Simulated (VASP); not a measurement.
# In5Bi7Te5Se7 (P1) in VASP: single point with PBE

Aim: the single point of In5Bi7Te5Se7 with PBE.

Program: VASP 6.6.1. These are calculated values, not measurements. Logs are shortened: lines on timing, memory, paths and dates and some standing lists are left out, and cuts for length are marked.

## 1. The cell of the first run

The typed cell holds 24 atoms: a = 9.273 Å, b = 9.110 Å, c = 10.569 Å, α = 91.08°, β = 89.72°, γ = 122.45°.

## 2. Single point, PBE

File INCAR:

```
SYSTEM = In5Bi7Te5Se7
PREC = Accurate
ENCUT = 520
EDIFF = 1E-6
ISMEAR = 0
SIGMA = 0.1
LREAL = Auto
LASPH = .True.
NELM = 60
ALGO = Normal
ISIF = 2
LWAVE = .False.
LCHARG = .False.
GGA = PE
NBANDS = 139
ISYM = 0
```

File KPOINTS:

```
Automatic mesh
0
Gamma
  2 2 2
  0.5 0.5 0.5
```

File POSCAR:

```
In5Bi7Te5Se7
1.0
   -6.5077540263     -6.6041964159     -0.1335822920
    0.2477751965      6.4900035114      6.3879846288
   -6.0781449875      6.0410050851     -6.1867613990
Se In Te Bi
7 5 5 7
Direct
    0.4861460333      0.5016147527      0.4817071858
   -0.0070222574      0.4765238582      0.4883894501
    0.3363904420      0.6652247911      0.1749426529
    0.1775285629      0.8269701555      0.8546367743
    0.9870040197      1.0127519980      0.4865892409
    0.3397854993      0.1634740845      0.1737930872
    0.8261027012      0.1636835037      0.1733625886
    0.3219910398      0.1730270167      0.6520100795
    0.4927167672      0.4934274141      0.0191432943
    0.8344448944      0.6643422505      0.6421271926
    0.3167817262      0.6569972133      0.6607495188
    0.1700958757      0.8323298800      0.3335732579
    0.1712540547      0.3335075439      0.8405879844
    0.6770239645      0.3237575258      0.8373380407
    0.8387231455      0.6671861355      0.1694679021
    0.6742781805      0.8400595589      0.8402841224
    0.5074721417      0.0014048283      0.5035100665
    0.4901140213      0.9950666500      0.0079631673
    0.0003525894      1.0149669858      1.0135318214
    0.8442451902      0.1685884364      0.6610303967
    0.6695875535      0.3258118401      0.3317554089
    0.1645637645      0.3271938349      0.3299798930
    1.0138691328      0.5178593779      0.9990560021
    0.6561442509      0.8290993115      0.3365884554
```

Potentials or basis: VASP PAW PBE potentials, release 64 (Se, In_d, Te, Bi_d).

On the command line:

```
$ cat potpaw_PBE.64/Se/POTCAR potpaw_PBE.64/In_d/POTCAR potpaw_PBE.64/Te/POTCAR potpaw_PBE.64/Bi_d/POTCAR > POTCAR
$ mpirun -np 1 vasp_std > vasp.out
```

OUTCAR:

```text
SYSTEM = In5Bi7Te5Se7
   PREC = Accurate
   ENCUT = 520
   EDIFF = 1E-6
   ISMEAR = 0
   LREAL = Auto
   LASPH = .True.
   NELM = 60
   ISIF = 2
   GGA = PE
   ISYM = 0

 ion  position               nearest neighbor table
   1  0.486  0.502  0.482-  24 2.97  22 2.98   8 3.13  11 3.21  10 3.21  21 3.28
   2  0.993  0.477  0.488-  20 3.02  21 3.03  22 3.07  11 3.11  10 3.21  12 3.22
   3  0.336  0.665  0.175-  24 3.02   9 3.09  22 3.10  18 3.12  23 3.14  12 3.15
   4  0.178  0.827  0.855-  23 2.85  18 2.93  11 3.20
   5  0.987  0.013  0.487-  22 2.96  20 3.01  24 3.03   8 3.15  10 3.18  12 3.33
   6  0.340  0.163  0.174-   9 3.05  21 3.07  12 3.08  18 3.09  19 3.16  22 3.17
   7  0.826  0.164  0.173-  21 3.05  19 3.09  22 3.12  24 3.13  18 3.15  23 3.32
   8  0.322  0.173  0.652-   1 3.13   5 3.15  13 3.18  17 3.26  14 3.42
   9  0.493  0.493  0.019-   6 3.05   3 3.09  15 3.14  13 3.14  16 3.30  14 3.42
  10  0.834  0.664  0.642-   5 3.18   2 3.21   1 3.21  14 3.37  16 3.40
  11  0.317  0.657  0.661-   2 3.11  17 3.15  13 3.17   4 3.20   1 3.21  16 3.37
  12  0.170  0.832  0.334-   6 3.08  15 3.12   3 3.15  17 3.19   2 3.22   5 3.33
  13  0.171  0.334  0.841-  19 3.08   9 3.14  11 3.17  20 3.18   8 3.18  23 3.20
  14  0.677  0.324  0.837-  23 3.13  18 3.13  20 3.18  10 3.37   8 3.42   9 3.42
  15  0.839  0.667  0.169-  12 3.12   9 3.14  23 3.16  21 3.16  19 3.17  24 3.27
  16  0.674  0.840  0.840-  19 3.13  20 3.19  18 3.24   9 3.30  11 3.37  10 3.40
  17  0.507  0.001  0.504-  24 3.11  20 3.11  21 3.11  11 3.15  12 3.19   8 3.26
  18  0.490  0.995  0.008-   4 2.93   6 3.09   3 3.12  14 3.13   7 3.15  16 3.24
  19  0.000  0.015  0.014-  13 3.08   7 3.09  16 3.13   6 3.16  15 3.17
  20  0.844  0.169  0.661-   5 3.01   2 3.02  17 3.11  14 3.18  13 3.18  16 3.19
  21  0.670  0.326  0.332-   2 3.03   7 3.05   6 3.07  17 3.11  15 3.16   1 3.28
  22  0.165  0.327  0.330-   5 2.96   1 2.98   2 3.07   3 3.10   7 3.12   6 3.17
  23  0.014  0.518  0.999-   4 2.85  14 3.13   3 3.14  15 3.16  13 3.20   7 3.32
  24  0.656  0.829  0.337-   1 2.97   3 3.02   5 3.03  17 3.11   7 3.13  15 3.27

IMPORTANT INFORMATION: All symmetrisations will be switched off!
NOSYMM: (Re-)initialisation of all symmetry stuff for point group C_1.

----------------------------------------------------------------------------------------

                                     Primitive cell

  volume of cell :     753.2619

  direct lattice vectors                    reciprocal lattice vectors
    -6.507754026 -6.604196416 -0.133582292    -0.104534628 -0.049510232  0.054355589
     0.247775196  6.490003511  6.387984629    -0.055313510  0.052372209  0.105480763
    -6.078144987  6.041005085 -6.186761399    -0.054855498  0.055144612 -0.053897577

  length of vectors
     9.272762102  9.109768699 10.569465717     0.127801728  0.130110046  0.094630876

[... 115 lines left out ...]
   NUPDOWN=      -1.0000    fix difference up-down
   EMIN   =  10.00;   EMAX   =-10.00  energy-range for DOS
   EFERMI =   0.00;   METHOD = LEGACY
   ISMEAR =     0;   SIGMA  =   0.10  broadening in eV -4-tet -1-fermi 0-gaus
   EFERMI_NEDOS =   21; number of points for ismear=-14 and -15
   IALGO  =     38    algorithm
   IMIX   =      4    mixing-type and parameters
     AMIX     =   0.40;   BMIX     =  1.00
     AMIX_MAG =   1.60;   BMIX_MAG =  1.00
  volume/ion in A,a.u.               =      31.39       211.80
  Fermi-wavevector in a.u.,A,eV,Ry     =   1.121238  2.118833 17.104911  1.257176
  Thomas-Fermi vector in A             =   2.257890
   LORBIT       =      0    0 simple, 1 ext, 2 COOP (PROOUT), +10 PAW based schemes
   GGA     = PE    functional components
   LHFCALC =     F    Hartree Fock is set to
   AEXX    =    0.0000 exact exchange contribution
   IVDW    =     0    specifies the selected vdW correction
   LEPSILON=     F    determine dielectric tensor
   LRPA    =     F    only Hartree local field effects (RPA)
 non-spin polarized calculation
 Gauss-broadening in eV      SIGMA  =   0.10
  energy-cutoff  :      520.00
  volume of cell :      753.26
 maximum number of plane-waves:     20318
 NGX is ok and might be reduce to    70
   NGX = 35   NGY = 33   NGZ = 39

 number of electron     242.0000008 magnetization

 Free energy of the ion-electron system (eV)
  ---------------------------------------------------
  ext. energy  EPLUGINS =         0.00000000
  ---------------------------------------------------
  free energy    TOTEN  =       -86.79781436 eV

  energy without entropy =      -86.78463297  energy(sigma->0) =      -86.79122367

 E-fermi :   5.6590     XC(G=0):  -9.2967

 val. band max:        5.5418788313   @ k =   0.2500  -0.2500   0.2500
 cond. band min:       5.7571307740   @ k =   0.2500  -0.2500   0.2500
 fundamental gap:      0.2152519427
 Fermi energy:         5.6589561745

 k-point     1 :       0.2500    0.2500    0.2500
  band No.  band energies     occupation
      1     -17.9929      2.00000
      2     -17.9914      2.00000
      3     -17.9882      2.00000
      4     -17.9852      2.00000
      5     -17.9839      2.00000
      6     -17.9816      2.00000
[... 533 lines left out ...]
    132       7.2997      0.00000
    133       7.4822      0.00000
 [bands above 133 left out]

------------------------ aborting loop because EDIFF is reached ----------------------------------------

  FORCE on cell =-STRESS in cart. coord.  units (eV):
  Direction    XX          YY          ZZ          XY          YZ          ZX
  --------------------------------------------------------------------------------------
  -------------------------------------------------------------------------------------
  Total       -0.1733619     -0.3140656     -0.2505253      0.0190430     -0.0097990     -0.0182296
  in kB       -0.3687382     -0.6680132     -0.5328637      0.0405043     -0.0208422     -0.0387742
  external PRESSURE =      -0.5232050 kB  Pullay stress =       0.0000000 kB

 VOLUME and BASIS-vectors are now :
 -----------------------------------------------------------------------------
  energy-cutoff  :      520.00
  volume of cell :      753.26
      direct lattice vectors                 reciprocal lattice vectors
    -6.507754026 -6.604196416 -0.133582292    -0.104534628 -0.049510232  0.054355589
     0.247775196  6.490003511  6.387984629    -0.055313510  0.052372209  0.105480763
    -6.078144987  6.041005085 -6.186761399    -0.054855498  0.055144612 -0.053897577

 POSITION                                       TOTAL-FORCE (eV/Angst)
 -----------------------------------------------------------------------------------
     -5.96732      2.95487      0.15916         0.011833      0.002009      0.000233
     -9.31249     -0.51482     -0.11017         0.003377     -0.008645      0.002822
     -3.08765      3.15255      3.12218         0.006420      0.001737     -0.008343
     -6.14502      9.35747     -0.02848        -0.004631     -0.002431     -0.011687
     -9.37758     -3.49612     -3.06080        -0.017718     -0.000344     -0.008733
     -3.22708     -0.13318     -0.07634         0.011012     -0.006627      0.004647
[... 16 lines left out ...]
     -6.03435      9.30462     -2.87470        -0.006180      0.007337      0.021671
     -6.11043      3.08088      3.12623        -0.002722     -0.022713     -0.016207
 -----------------------------------------------------------------------------------
    total drift:                               -0.005967      0.013435     -0.022233

  FREE ENERGIE OF THE ION-ELECTRON SYSTEM (eV)
  ---------------------------------------------------
  free  energy   TOTEN  =       -86.7978143632 eV

  energy  without entropy=      -86.7846329726  energy(sigma->0) =      -86.79122367
```

stdout:

```text
POSCAR found type information on POSCAR SeInTeBi
 POSCAR found :  4 types and      24 ions
 scaLAPACK will be used
 LDA part: xc-table for (Slater+PW92), standard interpolation
 POSCAR, INCAR and KPOINTS ok, starting setup
 FFT: planning ... GRIDC
 FFT: planning ... GRID_SOFT
 FFT: planning ... GRID
 WAVECAR not read
 entering main loop
```

It took 10 min on 1 thread of Intel Xeon Platinum 8488C (Sapphire Rapids), shared host; peak memory 0.9 GiB.

What came out:

| Property | Result |
| --- | --- |
| Free energy | -86.7978 eV |
| Pressure | -0.1 GPa |
| Largest force | 0.038 eV/Å |
| Band gap on the k mesh | 0.22 eV |

Forces in eV/Å, atoms in the order of the input:
```
Se   0.012  0.002  0.000
Se   0.003 -0.009  0.003
Se   0.006  0.002 -0.008
Se  -0.005 -0.002 -0.012
Se  -0.018  0.000 -0.009
Se   0.011 -0.007  0.005
Se   0.015 -0.031  0.012
In   0.009  0.024  0.007
In  -0.010 -0.007  0.000
In  -0.012 -0.005 -0.009
In   0.002  0.003  0.009
In  -0.004  0.001  0.010
Te  -0.002 -0.001 -0.010
Te  -0.004  0.001  0.000
Te   0.009  0.020  0.001
Te   0.002  0.000  0.004
Te  -0.007  0.004  0.002
Bi   0.025  0.007  0.000
Bi  -0.015 -0.012  0.006
Bi   0.006  0.006  0.023
Bi  -0.010  0.004 -0.037
Bi  -0.004  0.017 -0.001
Bi  -0.006  0.007  0.022
Bi  -0.003 -0.023 -0.016
```

Caveat: spin-orbit coupling is left out, which moves the levels of the heavy elements; a shifted mesh leaves out Γ, where band edges can lie. A k mesh can miss the band edges.
